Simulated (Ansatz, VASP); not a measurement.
One calculation of Ta2Ga3, two programs

```xyz
5
Lattice="3.3713 0.0000 0.0000 0.0000 3.3713 0.0000 0.0000 0.0000 8.2892" Properties=species:S:1:pos:R:3 pbc="T T T"
Ta    0.0000    0.0000    2.7945
Ta    0.0000    0.0000    5.4947
Ga    1.6857    1.6857    1.2902
Ga    1.6857    1.6857    6.9991
Ga    1.6857    1.6857    4.1446
```

Alike in both runs: functional PBE; k mesh 12 × 12 × 6; occupations gaussian, width 0.1 eV; no spin polarisation.

Ansatz relaxed the structure, and its values are those at the end. VASP's run is a single point on that final structure, the one shown.

```csv
,VASP,Ansatz
version,VASP 6.6.1,Ansatz 0.2.0
potentials or method,"VASP PAW PBE potentials, release 64 (Ta_pv, Ga_d), cutoff 520 eV","scalar-relativistic, plane waves, PAW"
valence electrons in the cell,61,65
```

```tsv
	VASP	Ansatz	Ansatz less VASP
gap on the k mesh at the Fermi level (eV)	none	none	-
pressure (GPa)	0.2	0.0	-0.20
```

A gap of «none» marks a metal or a gap that the smearing closes. VASP's potentials hold 61 valence electrons a cell and Ansatz's 65, so a difference there can come from the potentials and not from the codes.

Spin-orbit coupling is off throughout.
